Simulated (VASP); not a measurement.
# BeTe (F-43m) in VASP: settings compared

The runs below take BeTe through single point, with revPBE, revPBE+D4.

All numbers are computed with VASP 6.6.1; they aren't measurements. Logs are shortened: lines on timing, memory, paths and dates and some standing lists are left out, and cuts for length are marked.

## 1. The cell of the first run

It takes space group F-43m (No. 216, cubic). The conventional cell has a = 5.780 Å, b = 5.780 Å, c = 5.780 Å, α = 90.00°, β = 90.00°, γ = 90.00°. Be (site symmetry -43m) has 4 Te at 2.50 Å within 3.3 Å. Within 3.3 Å of Te (site symmetry -43m) lie 4 Be at 2.50 Å.

## 2. Single point, revPBE (volume scaled by 1.04)

Contents of INCAR:

```
ALGO = Normal ; EDIFF = 1E-6
ENCUT = 600 ; GGA = RE
GGA_COMPAT = F ; ISIF = 2
ISMEAR = 0 ; LASPH = T
LCHARG = T ; LELF = T
LREAL = F ; LVHAR = T
LWAVE = F ; NBANDS = 11
NELM = 120 ; PREC = Accurate
SIGMA = 0.05
```

Contents of KPOINTS:

```
k-points
0
Gamma
  8 8 8
```

Contents of POSCAR:

```
BeTe
1.0
    0.0000000000      2.8899459223      2.8899459223
    2.8899459223      0.0000000000      2.8899459223
    2.8899459223      2.8899459223      0.0000000000
Be Te
1 1
Direct
    0.0000000000      0.0000000000      0.0000000000
    0.7500000000      0.7500000000      0.7500000000
```

Potentials or basis: VASP PAW PBE potentials, release 64 (Be, Te).

Run with:

```bash
cat potpaw_PBE.64/Be/POTCAR potpaw_PBE.64/Te/POTCAR > POTCAR
mpirun -np 1 vasp_std > vasp.out
```

OUTCAR:

```text
EDIFF = 1E-6
   ENCUT = 600
   GGA = RE
   ISIF = 2
   ISMEAR = 0
   LASPH = T
   LREAL = F
   NELM = 120
   PREC = Accurate

 ion  position               nearest neighbor table
   1  0.000  0.000  0.000-   2 2.50   2 2.50   2 2.50   2 2.50
   2  0.750  0.750  0.750-   1 2.50   1 2.50   1 2.50   1 2.50

  LATTYP: Found a face centered cubic cell.
 ALAT       =     5.7798918446

  Lattice vectors:

 A1 = (   0.0000000000,   2.8899459223,   2.8899459223)
 A2 = (   2.8899459223,   0.0000000000,   2.8899459223)
 A3 = (   2.8899459223,   2.8899459223,   0.0000000000)

Analysis of symmetry for initial positions (statically):
=====================================================================
 Subroutine PRICEL returns:
 Original cell was already a primitive cell.

 Routine SETGRP: Setting up the symmetry group for a
 face centered cubic supercell.

 Subroutine GETGRP returns: Found 24 space group operations
 (whereof 24 operations were pure point group operations)
 out of a pool of 48 trial point group operations.

The static configuration has the point symmetry T_d .

Analysis of symmetry for dynamics (positions and initial velocities):
=====================================================================
 Subroutine PRICEL returns:
 Original cell was already a primitive cell.

 Routine SETGRP: Setting up the symmetry group for a
 face centered cubic supercell.

 Subroutine GETGRP returns: Found 24 space group operations
 (whereof 24 operations were pure point group operations)
 out of a pool of 48 trial point group operations.

The dynamic configuration has the point symmetry T_d .

 Subroutine INISYM returns: Found 24 space group operations
 (whereof 24 operations are pure point group operations),
 and found     1 'primitive' translations

----------------------------------------------------------------------------------------

                                     Primitive cell

  volume of cell :      48.2724

  direct lattice vectors                    reciprocal lattice vectors
     0.000000000  2.889945922  2.889945922    -0.173013618  0.173013618  0.173013618
     2.889945922  0.000000000  2.889945922     0.173013618 -0.173013618  0.173013618
     2.889945922  2.889945922  0.000000000     0.173013618  0.173013618 -0.173013618

  length of vectors
     4.087000718  4.087000718  4.087000718     0.299668377  0.299668377  0.299668377

  position of ions in fractional coordinates (direct lattice)
     0.000000000  0.000000000  0.000000000
     0.750000000  0.750000000  0.750000000

  ion indices of the primitive-cell ions
   primitive index   ion index
                 1           1
                 2           2

----------------------------------------------------------------------------------------

 KPOINTS: k-points

Automatic generation of k-mesh.
 Grid dimensions read from file:
 generate k-points for:    8    8    8

 Generating k-lattice:

  Cartesian coordinates                     Fractional coordinates (reciprocal lattice)
    -0.021626702  0.021626702  0.021626702     0.125000000  0.000000000  0.000000000
     0.021626702 -0.021626702  0.021626702     0.000000000  0.125000000  0.000000000
     0.021626702  0.021626702 -0.021626702     0.000000000  0.000000000  0.125000000

  Length of vectors
     0.037458547  0.037458547  0.037458547

  Shift w.r.t. Gamma in fractional coordinates (k-lattice)
     0.000000000  0.000000000  0.000000000

 Subroutine IBZKPT returns following result:
 ===========================================

 Found     29 irreducible k-points:

 Following reciprocal coordinates:
            Coordinates               Weight
  0.000000  0.000000  0.000000      1.000000
  0.125000  0.000000  0.000000      8.000000
  0.250000  0.000000  0.000000      8.000000
  0.375000  0.000000  0.000000      8.000000
  0.500000  0.000000  0.000000      4.000000
  0.125000  0.125000  0.000000      6.000000
[... 16 lines left out ...]
  0.500000  0.250000  0.125000     48.000000
 -0.375000  0.250000  0.125000     24.000000
 [... further k-points ...]
   k-points           NKPTS =     29   k-points in BZ     NKDIM =     29   number of bands    NBANDS=     11
   number of dos      NEDOS =    301   number of ions     NIONS =      2
   total plane-waves  NPLWV =  46656
   dimension x,y,z NGX =    36 NGY =   36 NGZ =   36
   dimension x,y,z NGXF=    72 NGYF=   72 NGZF=   72
   ions per type =               1   1
   NGX,Y,Z   is equivalent  to a cutoff of  14.64, 14.64, 14.64 a.u.
   NGXF,Y,Z  is equivalent  to a cutoff of  29.29, 29.29, 29.29 a.u.
 SYSTEM =  unknown system
   PREC   = accura    normal or accurate (medium, high low for compatibility)
   ISTART =      0    job   : 0-new  1-cont  2-samecut
   ICHARG =      2    charge: 1-file 2-atom 10-const
   ISPIN  =      1    spin polarized calculation?
   LNONCOLLINEAR =      F non collinear calculations
   LSORBIT =      F    spin-orbit coupling
   LASPH  =      T    aspherical Exc in radial PAW
   ENCUT  =  600.0 eV  44.10 Ry    6.64 a.u.   8.16  8.16  8.16*2*pi/ulx,y,z
   NELM   =    120;   NELMIN=  2; NELMDL= -5     # of ELM steps
   EDIFF  = 0.1E-05   stopping-criterion for ELM
   LREAL  =      F    real-space projection
   EDIFFG = 0.1E-04   stopping-criterion for IOM
   NSW    =      0    number of steps for IOM
   IBRION =     -1    ionic relax: 0-MD 1-quasi-New 2-CG
   NFREE  =      0    steps in history (QN), initial steepest desc. (CG)
   ISIF   =      2    stress and relaxation
   ISYM   =      2    0-nonsym 1-usesym 2-fastsym
   POTIM  = 0.5000    time-step for ionic-motion
   TEBEG  =    0.0;   TEEND  =   0.0 temperature during run
   PSTRESS=    0.0 pullay stress
   NELECT =       8.0000    total number of electrons
   NUPDOWN=      -1.0000    fix difference up-down
   EMIN   =  10.00;   EMAX   =-10.00  energy-range for DOS
   EFERMI =   0.00;   METHOD = LEGACY
   ISMEAR =     0;   SIGMA  =   0.05  broadening in eV -4-tet -1-fermi 0-gaus
   EFERMI_NEDOS =   21; number of points for ismear=-14 and -15
   IALGO  =     38    algorithm
   IMIX   =      4    mixing-type and parameters
     AMIX     =   0.40;   BMIX     =  1.00
     AMIX_MAG =   1.60;   BMIX_MAG =  1.00
  volume/ion in A,a.u.               =      24.14       162.88
  Fermi-wavevector in a.u.,A,eV,Ry     =   0.899232  1.699302 11.001920  0.808618
  Thomas-Fermi vector in A             =   2.022040
   LORBIT       =      0    0 simple, 1 ext, 2 COOP (PROOUT), +10 PAW based schemes
   GGA     = RE    functional components
   LHFCALC =     F    Hartree Fock is set to
   AEXX    =    0.0000 exact exchange contribution
   IVDW    =     0    specifies the selected vdW correction
   LEPSILON=     F    determine dielectric tensor
   LRPA    =     F    only Hartree local field effects (RPA)
 non-spin polarized calculation
 Gauss-broadening in eV      SIGMA  =   0.05
  energy-cutoff  :      600.00
  volume of cell :       48.27
 maximum number of plane-waves:      1639
 NGX is ok and might be reduce to    36
   NGX = 17   NGY = 17   NGZ = 17

 number of electron       8.0000000 magnetization

 Free energy of the ion-electron system (eV)
  ---------------------------------------------------
  ext. energy  EPLUGINS =         0.00000000
  ---------------------------------------------------
  free energy    TOTEN  =        -7.11330332 eV

  energy without entropy =       -7.11330332  energy(sigma->0) =       -7.11330332

 E-fermi :   4.5267     XC(G=0):  -8.6562

 val. band max:        4.3270708574   @ k =   0.0000   0.0000   0.0000
 cond. band min:       6.5554279326   @ k =   0.5000   0.5000   0.0000
 fundamental gap:      2.2283570752
 Fermi energy:         4.5267281003

 k-point     1 :       0.0000    0.0000    0.0000
  band No.  band energies     occupation
      1      -7.4667      2.00000
      2       4.3271      2.00000
      3       4.3271      2.00000
      4       4.3271      2.00000
      5       7.6661      0.00000
      6       8.0188      0.00000
      7       8.0188      0.00000
      8       8.0188      0.00000
      9      12.6494      0.00000
     10      14.3839      0.00000
     11      14.3839      0.00000

 k-point     2 :       0.1250    0.0000    0.0000
  band No.  band energies     occupation
      1      -7.3355      2.00000
      2       3.1141      2.00000
      3       4.1243      2.00000
      4       4.1243      2.00000
      5       7.7387      0.00000
      6       8.3252      0.00000
      7       8.3252      0.00000
      8       9.0813      0.00000
      9      13.0747      0.00000
     10      13.5825      0.00000
     11      13.5825      0.00000

 k-point     3 :       0.2500    0.0000    0.0000
  band No.  band energies     occupation
      1      -6.9774      2.00000
      2       1.2755      2.00000
      3       3.7359      2.00000
      4       3.7359      2.00000
      5       7.5013      0.00000
      6       8.8217      0.00000
      7       8.8217      0.00000
      8      11.0078      0.00000
      9      13.3181      0.00000
     10      13.3181      0.00000
     11      13.3955      0.00000

 k-point     4 :       0.3750    0.0000    0.0000
  band No.  band energies     occupation
      1      -6.5328      2.00000
      2      -0.1579      2.00000
      3       3.4313      2.00000
      4       3.4313      2.00000
      5       7.3079      0.00000
      6       8.9806      0.00000
      7       8.9806      0.00000
      8      12.1965      0.00000
      9      13.8172      0.00000
     10      14.2633      0.00000
     11      14.2633      0.00000

 k-point     5 :       0.5000    0.0000    0.0000
  band No.  band energies     occupation
      1      -6.3079      2.00000
      2      -0.7230      2.00000
      3       3.3210      2.00000
      4       3.3210      2.00000
      5       7.2383      0.00000
      6       8.9680      0.00000
      7       8.9680      0.00000
      8      12.2668      0.00000
      9      15.0632      0.00000
     10      15.5758      0.00000
     11      15.5758      0.00000
[... 211 lines left out ...]
 k-point    21 :       0.5000    0.5000    0.0000
  band No.  band energies     occupation
      1      -5.8870      2.00000
      2      -0.3877      2.00000
      3       1.9667      2.00000
      4       1.9667      2.00000
      5       6.5554      0.00000
      6       7.1236      0.00000
      7      13.5967      0.00000
      8      13.5967      0.00000
      9      15.5444      0.00000
     10      16.6081      0.00000
     11      17.4213      0.00000

 k-point    22 :       0.3750    0.2500    0.1250
  band No.  band energies     occupation
      1      -6.6839      2.00000
      2       1.0097      2.00000
      3       2.3310      2.00000
      4       3.2400      2.00000
      5       7.9972      0.00000
      6       8.9227      0.00000
      7       9.7988      0.00000
      8      10.4480      0.00000
      9      13.1238      0.00000
     10      14.7401      0.00000
     11      15.1769      0.00000

 k-point    23 :       0.5000    0.2500    0.1250
  band No.  band energies     occupation
      1      -6.2932      2.00000
      2       0.0775      2.00000
      3       1.8234      2.00000
      4       2.8396      2.00000
      5       8.3713      0.00000
      6       8.9555      0.00000
      7      10.1596      0.00000
      8      11.0790      0.00000
      9      14.0015      0.00000
     10      14.3915      0.00000
     11      16.3051      0.00000

 k-point    24 :      -0.3750    0.2500    0.1250
  band No.  band energies     occupation
      1      -6.1017      2.00000
      2      -0.3507      2.00000
      3       1.7109      2.00000
      4       2.6442      2.00000
      5       8.4649      0.00000
      6       8.7681      0.00000
      7      10.7816      0.00000
      8      11.8699      0.00000
      9      12.7627      0.00000
     10      15.6818      0.00000
     11      16.0770      0.00000

 [... further k-points ...]

------------------------ aborting loop because EDIFF is reached ----------------------------------------

  FORCE on cell =-STRESS in cart. coord.  units (eV):
  Direction    XX          YY          ZZ          XY          YZ          ZX
  --------------------------------------------------------------------------------------
  -------------------------------------------------------------------------------------
  Total       -0.5586228     -0.5586228     -0.5586228      0.0000000      0.0000000      0.0000000
  in kB      -18.5408695    -18.5408695    -18.5408695      0.0000000      0.0000000      0.0000000
  external PRESSURE =     -18.5408695 kB  Pullay stress =       0.0000000 kB

 VOLUME and BASIS-vectors are now :
 -----------------------------------------------------------------------------
  energy-cutoff  :      600.00
  volume of cell :       48.27
      direct lattice vectors                 reciprocal lattice vectors
     0.000000000  2.889945922  2.889945922    -0.173013618  0.173013618  0.173013618
     2.889945922  0.000000000  2.889945922     0.173013618 -0.173013618  0.173013618
     2.889945922  2.889945922  0.000000000     0.173013618  0.173013618 -0.173013618

 POSITION                                       TOTAL-FORCE (eV/Angst)
 -----------------------------------------------------------------------------------
      0.00000      0.00000      0.00000        -0.000000      0.000000      0.000000
      4.33492      4.33492      4.33492         0.000000     -0.000000     -0.000000
 -----------------------------------------------------------------------------------
    total drift:                               -0.000000     -0.000000     -0.000000

  FREE ENERGIE OF THE ION-ELECTRON SYSTEM (eV)
  ---------------------------------------------------
  free  energy   TOTEN  =        -7.1133033195 eV

  energy  without entropy=       -7.1133033195  energy(sigma->0) =       -7.11330332
```

Wall time 14 s (1 thread of AMD EPYC 9R45 (Zen 5), shared host); peak memory 0.18 GiB.

What came out:

```yaml
Free_energy: -7.1133 eV
Pressure: -1.9 GPa
Band_gap_on_the_k_mesh: 2.23 eV, indirect (least direct gap 3.34 eV)
```

Levels at points of the mesh, in eV from the valence-band top:
| k point | band 2 | band 3 | band 4 | band 5 | band 6 | band 7 |
| --- | --- | --- | --- | --- | --- | --- |
| (0.00, 0.00, 0.00) | 0.00 | 0.00 | 0.00 | 3.34 | 3.69 | 3.69 |
| (0.50, 0.00, 0.00) | -5.05 | -1.01 | -1.01 | 2.91 | 4.64 | 4.64 |
| (0.50, 0.50, 0.00) | -4.71 | -2.36 | -2.36 | 2.23 | 2.80 | 9.27 |

Caveat: the cell differs from its parent crystal (volume scaled by 1.04); the PAW data sets were made with another functional, which shifts forces and pressure a little; spin-orbit coupling is left out, which moves the levels of the heavy elements.

## 3. Single point, revPBE+D4 (volume scaled by 1.02)

Contents of INCAR:

```
ALGO = Normal
EDIFF = 1E-6
ENCUT = 600
GGA = RE
GGA_COMPAT = F
ISIF = 2
ISMEAR = 0
IVDW = 13
LASPH = T
LCHARG = F
LREAL = F
LWAVE = F
NBANDS = 11
NELM = 120
PREC = Accurate
SIGMA = 0.05
```

KPOINTS is that of step 2.

Contents of POSCAR:

```
BeTe
1.0
    0.0000000000      2.8066420643      2.8066420643
    2.8066420643      0.0000000000      2.8066420643
    2.8066420643      2.8066420643      0.0000000000
Be Te
1 1
Direct
    0.0000000000      0.0000000000      0.0000000000
    0.7500000000      0.7500000000      0.7500000000
```

Potentials or basis: VASP PAW PBE potentials, release 64 (Be, Te).

Run with:

```bash
cat potpaw_PBE.64/Be/POTCAR potpaw_PBE.64/Te/POTCAR > POTCAR
mpirun -np 1 vasp_std > vasp.out
```

Run time: 16 s. Hardware: 1 thread of Intel Xeon 8259CL, shared host; peak memory 0.18 GiB.

The run converged. Its results:

| Property | Result |
| --- | --- |
| Free energy | -8.1974 eV |
| Pressure | -1.1 GPa |
| Band gap on the k mesh | 2.01 eV, indirect (least direct gap 3.62 eV) |
| Dispersion energy per atom | -0.547 eV |

Levels at points of the mesh, in eV from the valence-band top:
```csv
k point,band 1,band 2,band 3,band 4,band 5,band 6,band 7,band 8,band 9
"(0.00, 0.00, 0.00)",-12.35,0.00,0.00,0.00,3.62,3.62,3.62,3.96,8.44
"(0.50, 0.00, 0.00)",-10.98,-5.59,-1.15,-1.15,3.14,4.61,4.61,7.92,11.11
"(0.50, 0.50, 0.00)",-10.47,-5.17,-2.68,-2.68,2.01,2.68,9.82,9.82,11.72
```

Caveat: the cell differs from its parent crystal (volume scaled by 1.02); the PAW data sets were made with another functional, which shifts forces and pressure a little; spin-orbit coupling is left out, which moves the levels of the heavy elements. A k mesh can miss the band edges.

## 4. Single point, revPBE+D4 (volume scaled by 1.04)

INCAR is that of step 3.

KPOINTS is that of step 3.

Contents of POSCAR:

```
BeTe
1.0
    0.0000000000      2.8248675235      2.8248675235
    2.8248675235      0.0000000000      2.8248675235
    2.8248675235      2.8248675235      0.0000000000
Be Te
1 1
Direct
    0.0000000000      0.0000000000      0.0000000000
    0.7500000000      0.7500000000      0.7500000000
```

Run with:

```bash
cat potpaw_PBE.64/Be/POTCAR potpaw_PBE.64/Te/POTCAR > POTCAR
mpirun -np 1 vasp_std > vasp.out
```

Run time: 17 s. Hardware: 1 thread of Intel Xeon 8259CL, shared host; peak memory 0.18 GiB.

The run converged. Its results:

```
Free energy                : -8.1887 eV
Pressure                   : -2.1 GPa
Band gap on the k mesh     : 2.06 eV, indirect (least direct gap 3.64 eV)
Dispersion energy per atom : -0.536 eV
```

Levels at points of the mesh, in eV from the valence-band top:
```csv
k point,band 1,band 2,band 3,band 4,band 5,band 6,band 7,band 8,band 9
"(0.00, 0.00, 0.00)",-12.22,0.00,0.00,0.00,3.64,3.64,3.64,3.82,8.41
"(0.50, 0.00, 0.00)",-10.90,-5.47,-1.11,-1.11,3.09,4.62,4.62,7.93,11.03
"(0.50, 0.50, 0.00)",-10.41,-5.07,-2.60,-2.60,2.06,2.71,9.70,9.70,11.61
```

Caveat: the cell differs from its parent crystal (volume scaled by 1.04); the PAW data sets were made with another functional, which shifts forces and pressure a little; spin-orbit coupling is left out, which moves the levels of the heavy elements. A k mesh can miss the band edges.

## 5. Single point, revPBE

This run uses another cell than the first one, of 22.05 Å³/atom, 0.913 times its volume.

Contents of INCAR:

```
PREC = Accurate
ENCUT = 600
EDIFF = 1E-6
ISMEAR = 0
SIGMA = 0.05
LREAL = F
LASPH = T
NELM = 120
ALGO = Normal
ISIF = 2
LWAVE = F
LCHARG = F
GGA = RE
NBANDS = 11
GGA_COMPAT = F
```

Contents of KPOINTS:

```
Automatic mesh
0
Gamma
  8 8 8
```

Contents of POSCAR:

```
BeTe
1.0
    0.0000000000      2.8040689480      2.8040689480
    2.8040689480      0.0000000000      2.8040689480
    2.8040689480      2.8040689480      0.0000000000
Be Te
1 1
Direct
    0.0000000000      0.0000000000      0.0000000000
    0.7500000000      0.7500000000      0.7500000000
```

Run with:

```bash
cat potpaw_PBE.64/Be/POTCAR potpaw_PBE.64/Te/POTCAR > POTCAR
mpirun -np 1 vasp_std > vasp.out
```

Run time: 17 s. Hardware: 1 thread of Intel Xeon 8259CL, shared host; peak memory 0.18 GiB.

Results (log left out):

| Property | Result |
| --- | --- |
| Free energy | -7.1012 eV |
| Pressure | 3.2 GPa |
| Band gap on the k mesh | 2.01 eV, indirect (least direct gap 3.62 eV) |

Levels at points of the mesh, in eV from the valence-band top:
```
           k point  band 1  band 2  band 3  band 4  band 5  band 6  band 7  band 8
(0.00, 0.00, 0.00)  -12.37    0.00    0.00    0.00    3.62    3.62    3.62    3.98
(0.50, 0.00, 0.00)  -10.99   -5.61   -1.15   -1.15    3.14    4.61    4.61    7.92
(0.50, 0.50, 0.00)  -10.48   -5.19   -2.69   -2.69    2.01    2.68    9.84    9.84
```

Caveat: the PAW data sets were made with another functional, which shifts forces and pressure a little; spin-orbit coupling is left out, which moves the levels of the heavy elements.

## 6. Summary

```tsv
level	cell	gap on the mesh (eV)	pressure (GPa)
revPBE	a = 4.087 Å, angles 60.0°, 2 atoms	2.23	-1.9
revPBE+D4	a = 3.969 Å, angles 60.0°, 2 atoms	2.01	-1.1
revPBE+D4	a = 3.995 Å, angles 60.0°, 2 atoms	2.06	-2.1
revPBE	a = 3.966 Å, angles 60.0°, 2 atoms	2.01	3.2
```

Alike in all rows: task single point; potentials or basis VASP PAW PBE potentials, release 64 (Be, Te); no spin polarisation; k mesh 8 × 8 × 8; cutoff (eV) 600; smearing gaussian 0.05 eV.

Caveats: the PAW data sets were made with another functional, which shifts forces and pressure a little; spin-orbit coupling is left out, which moves the levels of the heavy elements.

Total energies depend on the potentials used, so only differences within one code and one set of settings carry meaning.
